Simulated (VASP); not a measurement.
# HfN (F-43m) in VASP: a series of runs

The runs below take HfN through single point, with r2SCAN.

All numbers are computed with VASP 6.6.1; they aren't measurements. Logs are shortened: lines on timing, memory, paths and dates and some standing lists are left out, and cuts for length are marked.

### 1 The cell of the first run

It takes space group F-43m (No. 216, cubic). Conventional cell: a = 4.834 Å, b = 4.834 Å, c = 4.834 Å, α = 90.00°, β = 90.00°, γ = 90.00°. Hf (site symmetry -43m) has 4 N at 2.09 Å within 2.8 Å. Within 2.8 Å of N (site symmetry -43m) lie 4 Hf at 2.09 Å.

### 2 Single point, r2SCAN

The input, POSCAR:

```
HfN
1.0
    0.0000000000      2.4167515932      2.4167515932
    2.4167515932      0.0000000000      2.4167515932
    2.4167515932      2.4167515932      0.0000000000
Hf N
1 1
Direct
    0.0000000000      0.0000000000      0.0000000000
    0.2500000000      0.2500000000      0.2500000000
```

The input, INCAR.step1:

```
SYSTEM = HfN
PREC     = Accurate       ! precision mode
ENCUT    = 660            ! plane-wave cutoff, eV
ISMEAR   = -1             ! smearing method
SIGMA    = 0.15           ! smearing width, eV
LREAL    = .False.        ! projectors in reciprocal space
LASPH    = .True.         ! aspherical terms in the spheres
NELM     = 120            ! most SCF steps
NBANDS   = 14             ! bands
GGA      = PE             ! functional
ALGO     = Normal         ! electronic algorithm
EDIFF    = 1E-5           ! SCF threshold, eV
LWAVE    = .True.         ! write WAVECAR
LCHARG   = .False.        ! write CHGCAR
GGA_COMPAT= .False.
```

The input, INCAR.step2:

```
SYSTEM = HfN
PREC     = Accurate       ! precision mode
ENCUT    = 660            ! plane-wave cutoff, eV
EDIFF    = 1E-6           ! SCF threshold, eV
ISMEAR   = -1             ! smearing method
SIGMA    = 0.15           ! smearing width, eV
LREAL    = .False.        ! projectors in reciprocal space
LASPH    = .True.         ! aspherical terms in the spheres
NELM     = 120            ! most SCF steps
ALGO     = Normal         ! electronic algorithm
ISIF     = 2              ! what is computed and relaxed
LWAVE    = .False.        ! write WAVECAR
LCHARG   = .False.        ! write CHGCAR
METAGGA  = R2SCAN         ! meta-GGA
LMIXTAU  = .True.       
NBANDS   = 14             ! bands
ISTART   = 1            
GGA_COMPAT= .False.
```

The input, KPOINTS:

```
Automatic mesh
0
Gamma
  11 11 11
  0 0 0
```

Potentials or basis: VASP PAW PBE potentials, release 64 (Hf_pv, N).

On the command line:

```sh
$ cat potpaw_PBE.64/Hf_pv/POTCAR potpaw_PBE.64/N/POTCAR > POTCAR
$ cp INCAR.step1 INCAR
$ mpirun -np 1 vasp_std > vasp.out
$ cp INCAR.step2 INCAR
$ mpirun -np 1 vasp_std > vasp.out
```

OUTCAR:

```text
SYSTEM = HfN
   PREC = Accurate
   ENCUT = 660
   EDIFF = 1E-6
   ISMEAR = -1
   LREAL = .False.
   LASPH = .True.
   NELM = 120
   ISIF = 2
   METAGGA = R2SCAN
   ISTART = 1

 ion  position               nearest neighbor table
   1  0.000  0.000  0.000-   2 2.09   2 2.09   2 2.09   2 2.09
   2  0.250  0.250  0.250-   1 2.09   1 2.09   1 2.09   1 2.09

  LATTYP: Found a face centered cubic cell.
 ALAT       =     4.8335031864

  Lattice vectors:

 A1 = (   0.0000000000,   2.4167515932,   2.4167515932)
 A2 = (   2.4167515932,   0.0000000000,   2.4167515932)
 A3 = (   2.4167515932,   2.4167515932,   0.0000000000)

Analysis of symmetry for initial positions (statically):
=====================================================================
 Subroutine PRICEL returns:
 Original cell was already a primitive cell.

 Routine SETGRP: Setting up the symmetry group for a
 face centered cubic supercell.

 Subroutine GETGRP returns: Found 24 space group operations
 (whereof 24 operations were pure point group operations)
 out of a pool of 48 trial point group operations.

The static configuration has the point symmetry T_d .

Analysis of symmetry for dynamics (positions and initial velocities):
=====================================================================
 Subroutine PRICEL returns:
 Original cell was already a primitive cell.

 Routine SETGRP: Setting up the symmetry group for a
 face centered cubic supercell.

 Subroutine GETGRP returns: Found 24 space group operations
 (whereof 24 operations were pure point group operations)
 out of a pool of 48 trial point group operations.

The dynamic configuration has the point symmetry T_d .

 Subroutine INISYM returns: Found 24 space group operations
 (whereof 24 operations are pure point group operations),
 and found     1 'primitive' translations

----------------------------------------------------------------------------------------

                                     Primitive cell

  volume of cell :      28.2310

  direct lattice vectors                    reciprocal lattice vectors
     0.000000000  2.416751593  2.416751593    -0.206889281  0.206889281  0.206889281
     2.416751593  0.000000000  2.416751593     0.206889281 -0.206889281  0.206889281
     2.416751593  2.416751593  0.000000000     0.206889281  0.206889281 -0.206889281

  length of vectors
[... 89 lines left out ...]
   ISYM   =      2    0-nonsym 1-usesym 2-fastsym
   POTIM  = 0.5000    time-step for ionic-motion
   TEBEG  =    0.0;   TEEND  =   0.0 temperature during run
   PSTRESS=    0.0 pullay stress
   NELECT =      15.0000    total number of electrons
   NUPDOWN=      -1.0000    fix difference up-down
   EMIN   =  10.00;   EMAX   =-10.00  energy-range for DOS
   EFERMI =   0.00;   METHOD = LEGACY
   ISMEAR =    -1;   SIGMA  =   0.15  broadening in eV -4-tet -1-fermi 0-gaus
   EFERMI_NEDOS =   21; number of points for ismear=-14 and -15
   IALGO  =     38    algorithm
   IMIX   =      4    mixing-type and parameters
     AMIX     =   0.40;   BMIX     =  1.00
     AMIX_MAG =   1.60;   BMIX_MAG =  1.00
  volume/ion in A,a.u.               =      14.12        95.26
  Fermi-wavevector in a.u.,A,eV,Ry     =   1.325958  2.505698 23.921297  1.758166
  Thomas-Fermi vector in A             =   2.455381
   LORBIT       =      0    0 simple, 1 ext, 2 COOP (PROOUT), +10 PAW based schemes
   METAGGA = R2SCAN    functional components
   LHFCALC =     F    Hartree Fock is set to
   AEXX    =    0.0000 exact exchange contribution
   IVDW    =     0    specifies the selected vdW correction
   LEPSILON=     F    determine dielectric tensor
   LRPA    =     F    only Hartree local field effects (RPA)
 non-spin polarized calculation
  energy-cutoff  :      660.00
  volume of cell :       28.23
 maximum number of plane-waves:      1105
 NGX is ok and might be reduce to    30
   NGX = 15   NGY = 15   NGZ = 15

 number of electron      15.0000002 magnetization

 Free energy of the ion-electron system (eV)
  ---------------------------------------------------
  ext. energy  EPLUGINS =         0.00000000
  ---------------------------------------------------
  free energy    TOTEN  =       -57.71986840 eV

  energy without entropy =      -57.67790769  energy(sigma->0) =      -57.69888805

 E-fermi :   6.1742     XC(G=0): -12.1936

 val. band max:        6.0859094237   @ k =   0.3636   0.2727   0.0909
 cond. band min:       6.1915509581   @ k =   0.0909   0.0909   0.0000
 fundamental gap:      0.1056415344
 Fermi energy:         6.1742057282

 k-point     1 :       0.0000    0.0000    0.0000
  band No.  band energies     occupation
      1     -26.0306      2.00000
      2     -26.0306      2.00000
      3     -26.0306      2.00000
      4     -11.3366      2.00000
      5       0.1055      2.00000
      6       0.1055      2.00000
      7       0.1055      2.00000
      8       5.5804      1.96253
      9       8.7231      0.00000
     10       8.7231      0.00000
     11      13.3774      0.00000
     12      13.3774      0.00000
     13      13.3774      0.00000
     14      17.5783      0.00000
[... 377 lines left out ...]
      1     -26.3698      2.00000
      2     -26.1592      2.00000
      3     -26.0714      2.00000
      4     -10.4897      2.00000
      5      -0.5060      2.00000
      6       0.6045      2.00000
      7       0.6241      2.00000
      8       7.5479      0.00021
      9       8.1134      0.00000
     10       8.8998      0.00000
     11      12.1204      0.00000
     12      13.4756      0.00000
     13      14.3219      0.00000
     14      16.2148      0.00000

 [... further k-points ...]

------------------------ aborting loop because EDIFF is reached ----------------------------------------

  FORCE on cell =-STRESS in cart. coord.  units (eV):
  Direction    XX          YY          ZZ          XY          YZ          ZX
  --------------------------------------------------------------------------------------
  -------------------------------------------------------------------------------------
  Total        1.1868716      1.1868716      1.1868716      0.0000000      0.0000000      0.0000000
  in kB       67.3578593     67.3578593     67.3578593      0.0000000      0.0000000      0.0000000
  external PRESSURE =      67.3578593 kB  Pullay stress =       0.0000000 kB

 VOLUME and BASIS-vectors are now :
 -----------------------------------------------------------------------------
  energy-cutoff  :      660.00
  volume of cell :       28.23
      direct lattice vectors                 reciprocal lattice vectors
     0.000000000  2.416751593  2.416751593    -0.206889281  0.206889281  0.206889281
     2.416751593  0.000000000  2.416751593     0.206889281 -0.206889281  0.206889281
     2.416751593  2.416751593  0.000000000     0.206889281  0.206889281 -0.206889281

 POSITION                                       TOTAL-FORCE (eV/Angst)
 -----------------------------------------------------------------------------------
      0.00000      0.00000      0.00000         0.000000      0.000000      0.000000
      1.20838      1.20838      1.20838        -0.000000     -0.000000     -0.000000
 -----------------------------------------------------------------------------------
    total drift:                               -0.000000     -0.000000     -0.000000

  FREE ENERGIE OF THE ION-ELECTRON SYSTEM (eV)
  ---------------------------------------------------
  free  energy   TOTEN  =       -57.7198684018 eV

  energy  without entropy=      -57.6779076906  energy(sigma->0) =      -57.69888805
```

OUTCAR.step1:

```text
SYSTEM = HfN
   PREC = Accurate
   ENCUT = 660
   ISMEAR = -1
   LREAL = .False.
   LASPH = .True.
[... 629 lines left out ...]
      0.00000      0.00000      0.00000         0.000000     -0.000000      0.000000
      1.20838      1.20838      1.20838        -0.000000      0.000000     -0.000000
 -----------------------------------------------------------------------------------
    total drift:                               -0.000000     -0.000000     -0.000000

  FREE ENERGIE OF THE ION-ELECTRON SYSTEM (eV)
  ---------------------------------------------------
  free  energy   TOTEN  =       -21.2088116514 eV

  energy  without entropy=      -21.1633340403  energy(sigma->0) =      -21.18607285
```

OSZICAR.step1:

```text
N       E                     dE             d eps       ncg     rms          rms(c)
DAV:   1     0.501831039154E+02    0.50183E+02   -0.88497E+03  1568   0.118E+03
DAV:   2    -0.218793088297E+02   -0.72062E+02   -0.66966E+02  2064   0.272E+02
DAV:   3    -0.247967195095E+02   -0.29174E+01   -0.29026E+01  1910   0.472E+01
DAV:   4    -0.248137723017E+02   -0.17053E-01   -0.17051E-01  1790   0.408E+00
DAV:   5    -0.248139420716E+02   -0.16977E-03   -0.16977E-03  1946   0.378E-01    0.582E+01
DAV:   6    -0.212974266692E+02    0.35165E+01   -0.12504E+01  1916   0.269E+01    0.409E+01
DAV:   7    -0.212247594820E+02    0.72667E-01   -0.71054E-01  1658   0.760E+00    0.260E+01
DAV:   8    -0.212181472444E+02    0.66122E-02   -0.92767E-02  1898   0.290E+00    0.767E+00
DAV:   9    -0.212089811757E+02    0.91661E-02   -0.25282E-02  1898   0.128E+00    0.185E+00
DAV:  10    -0.212088055301E+02    0.17565E-03   -0.14045E-03  1886   0.343E-01    0.324E-02
DAV:  11    -0.212088116514E+02   -0.61213E-05   -0.83399E-05  1922   0.843E-02
   1 F= -.21208812E+02 E0= -.21186073E+02  d E =-.454776E-01
```

Wall time 83 s (1 thread of Intel Xeon Platinum 8488C (Sapphire Rapids), shared host); peak memory 0.19 GiB.

What came out:

| Item | Value |
| --- | --- |
| Free energy | -57.7199 eV |
| Pressure | 6.7 GPa |
| Band gap on the k mesh | zero (an odd number of electrons rules out a gap without spin polarisation) |

Caveat: the cell stands under pressure; the PAW data sets were made with another functional, which shifts forces and pressure a little; spin-orbit coupling is left out, which moves the levels of the heavy elements.

### 3 Single point, r2SCAN

This run uses another cell than the first one, of 14.37 Å³/atom.

The input, POSCAR:

```
HfN
1.0
    0.0000000000      2.4310167721      2.4310167721
    2.4310167721      0.0000000000      2.4310167721
    2.4310167721      2.4310167721      0.0000000000
Hf N
1 1
Direct
    0.0000000000      0.0000000000      0.0000000000
    0.2500000000      0.2500000000      0.2500000000
```

The input, INCAR.step1:

```
PREC = Accurate ; ENCUT = 660
ISMEAR = -1 ; SIGMA = 0.15
LREAL = F ; LASPH = T
NELM = 120 ; NBANDS = 14
GGA = PE ; ALGO = Normal
EDIFF = 1E-5 ; LWAVE = T
LCHARG = F ; GGA_COMPAT = F
```

The input, INCAR.step2:

```
PREC = Accurate ; ENCUT = 660
EDIFF = 1E-6 ; ISMEAR = -1
SIGMA = 0.15 ; LREAL = F
LASPH = T ; NELM = 120
ALGO = Normal ; ISIF = 2
LWAVE = F ; LCHARG = F
METAGGA = R2SCAN ; LMIXTAU = T
NBANDS = 14 ; ISTART = 1
GGA_COMPAT = F
```

The input, KPOINTS:

```
Automatic mesh
0
Gamma
  11 11 11
```

Potentials or basis: VASP PAW PBE potentials, release 64 (Hf_pv, N).

On the command line:

```sh
$ cat potpaw_PBE.64/Hf_pv/POTCAR potpaw_PBE.64/N/POTCAR > POTCAR
$ cp INCAR.step1 INCAR
$ mpirun -np 1 vasp_std > vasp.out
$ cp INCAR.step2 INCAR
$ mpirun -np 1 vasp_std > vasp.out
```

It took 81 s on 1 thread of Intel Xeon Platinum 8488C (Sapphire Rapids), shared host; peak memory 0.19 GiB.

The run converged. Its results:

```yaml
Free_energy: -57.7350 eV
Pressure: 2.7 GPa
Band_gap_on_the_k_mesh: zero (an odd number of electrons rules out a gap without spin polarisation)
```

Levels at points of the mesh, in eV from the Fermi level:
| k point | band 5 | band 6 | band 7 | band 8 | band 9 | band 10 |
| --- | --- | --- | --- | --- | --- | --- |
| (0.00, 0.00, 0.00) | -5.98 | -5.98 | -5.98 | -0.64 | 2.51 | 2.51 |

Caveat: the PAW data sets were made with another functional, which shifts forces and pressure a little; spin-orbit coupling is left out, which moves the levels of the heavy elements.

### 4 Single point, r2SCAN

This run uses another cell than the first one, of 14.50 Å³/atom.

The input, POSCAR:

```
HfN
1.0
    0.0000000000      2.4387465605      2.4387465605
    2.4387465605      0.0000000000      2.4387465605
    2.4387465605      2.4387465605      0.0000000000
Hf N
1 1
Direct
    0.0000000000      0.0000000000      0.0000000000
    0.2500000000      0.2500000000      0.2500000000
```

The input, INCAR.step1:

```
ALGO = Normal
EDIFF = 1E-5
ENCUT = 660
GGA = PE
GGA_COMPAT = F
ISMEAR = -1
LASPH = T
LCHARG = F
LREAL = F
LWAVE = T
NBANDS = 14
NELM = 120
PREC = Accurate
SIGMA = 0.15
```

The input, INCAR.step2:

```
ALGO = Normal
EDIFF = 1E-6
ENCUT = 660
GGA_COMPAT = F
ISIF = 2
ISMEAR = -1
ISTART = 1
LASPH = T
LCHARG = T
LELF = T
LMIXTAU = T
LREAL = F
LVHAR = T
LWAVE = F
METAGGA = R2SCAN
NBANDS = 14
NELM = 120
PREC = Accurate
SIGMA = 0.15
```

The input, KPOINTS:

```
k-points
0
Gamma
  11 11 11
```

On the command line:

```sh
$ cat potpaw_PBE.64/Hf_pv/POTCAR potpaw_PBE.64/N/POTCAR > POTCAR
$ cp INCAR.step1 INCAR
$ mpirun -np 1 vasp_std > vasp.out
$ cp INCAR.step2 INCAR
$ mpirun -np 1 vasp_std > vasp.out
```

Run time: 84 s. Hardware: 1 thread of Intel Xeon Platinum 8488C (Sapphire Rapids), shared host; peak memory 0.19 GiB.

It converged, with:

```
Free energy            : -57.7381 eV
Pressure               : 0.6 GPa
Band gap on the k mesh : zero (an odd number of electrons rules out a gap without spin polarisation)
```

Levels at points of the mesh, in eV from the Fermi level:
```csv
k point,band 5,band 6,band 7,band 8,band 9,band 10
"(0.00, 0.00, 0.00)",-5.93,-5.93,-5.93,-0.66,2.48,2.48
```

Caveat: the PAW data sets were made with another functional, which shifts forces and pressure a little; spin-orbit coupling is left out, which moves the levels of the heavy elements.

### 5 The runs side by side

| cell | gap on the mesh (eV) | pressure (GPa) |
| --- | --- | --- |
| a = 3.418 Å, angles 60.0°, 2 atoms | none | 6.7 |
| a = 3.438 Å, angles 60.0°, 2 atoms | none | 2.7 |
| a = 3.449 Å, angles 60.0°, 2 atoms | none | 0.6 |

Alike in all rows: task single point; level r2SCAN; potentials or basis VASP PAW PBE potentials, release 64 (Hf_pv, N); no spin polarisation; k mesh 11 × 11 × 11; cutoff (eV) 660; smearing fermi-dirac 0.15 eV.

Caveats: the PAW data sets were made with another functional, which shifts forces and pressure a little; spin-orbit coupling is left out, which moves the levels of the heavy elements; the cell stands under pressure (at least some runs).

Absolute energies hang on the potentials; compare differences alone.
